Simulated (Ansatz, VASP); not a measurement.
## Ga2SnSe3 in VASP and in Ansatz

```
CELL_PARAMETERS angstrom
3.96630 0.00000 0.00000
0.00000 3.96630 0.00000
0.00000 0.00000 9.83478
ATOMIC_POSITIONS crystal
Ga 0.00000 0.50000 0.61634
Ga 0.50000 0.00000 0.38366
Sn 0.00000 0.00000 0.00000
Se 0.00000 0.50000 0.34859
Se 0.50000 0.00000 0.65141
Se 0.50000 0.50000 0.00000
```

Change from the starting cell: species swapped into the Ti2CuSb3 type (P-4m2, No. 115).

Alike in both runs: functional PBE; k mesh 10 × 10 × 4; occupations gaussian, width 0.1 eV; no spin polarisation.

Ansatz relaxed the structure, and its values are those at the end. VASP's run is a single point on that final structure, the one shown.

```csv
,VASP,Ansatz
version,VASP 6.6.1,Ansatz 0.2.0
potentials or method,"VASP PAW PBE potentials, release 64 (Ga_d, Sn_d, Se), cutoff 520 eV","scalar-relativistic, plane waves, PAW"
valence electrons in the cell,58,88
```

VASP gave:

```
gap on the k mesh at the Fermi level (eV) : none
pressure (GPa)                            : 0.1
rms of the force components (eV/Å)        : 0.005
```

Which values does Ansatz return?

gap on the k mesh at the Fermi level (eV): none; pressure (GPa): 0.0; rms of the force components (eV/Å): 0.000.

A gap of «none» marks a metal or a gap that the smearing closes. VASP's potentials hold 58 valence electrons a cell and Ansatz's 88, so a difference there can come from the potentials and not from the codes.
